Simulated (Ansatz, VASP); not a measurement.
## Mg: VASP beside Ansatz

File INCAR:

```
  ALGO = Normal
  EDIFF = 1E-7
  ENCUT = 520
  GGA = PE
  ISIF = 2
  ISMEAR = 0
  LASPH = True
  LCHARG = False
  LREAL = False
  LWAVE = False
  NBANDS = 7
  NELM = 100
  PREC = Accurate
  SIGMA = 0.1
```

KPOINTS

```
k-points
0
Gamma
  16 16 16
```

POSCAR

```
Mg
1.0
    0.0000000000      2.1667726626      2.1667726626
    2.1667726626      0.0000000000      2.1667726626
    2.1667726626      2.1667726626      0.0000000000
Mg
1
Direct
    0.0000000000      0.0000000000      0.0000000000
```

Input for Ansatz:

```yaml
crystal:
  lattice:
    - [0.0, 2.1667726626, 2.1667726626]
    - [2.1667726626, 0.0, 2.1667726626]
    - [2.1667726626, 2.1667726626, 0.0]
  atoms:
    - { symbol: Mg, position: [0.0, 0.0, 0.0] }
basis:
  ecutwfc: 420
kpoints:
  mp_grid: { grid: [16, 16, 16] }
hamiltonian:
  xc: pbe
scf:
  occupations: { method: gaussian, width: 0.1 }
output:
  forces: true
  stress: true
  eigenvalues: true
  write_density: true
  write_potential: true
  elf: true
  volumetric_format: npy
```

Alike in both runs: task single point; functional PBE; k mesh 16 × 16 × 16; occupations gaussian, width 0.1 eV; no spin polarisation.

|  | VASP | Ansatz |
| --- | --- | --- |
| version | VASP 6.6.1 | Ansatz 0.2.0 |
| potentials or method | VASP PAW PBE potentials, release 64 (Mg), cutoff 520 eV | scalar-relativistic, plane waves, PAW |
| valence electrons in the cell | 2 | 10 |

|  | VASP | Ansatz | Ansatz less VASP |
| --- | --- | --- | --- |
| gap on the k mesh at the Fermi level (eV) | none | none | - |
| pressure (GPa) | 5.7 | 5.8 | +0.11 |

A gap of «none» marks a metal or a gap that the smearing closes. VASP's potentials hold 2 valence electrons a cell and Ansatz's 10, so a difference there can come from the potentials and not from the codes.
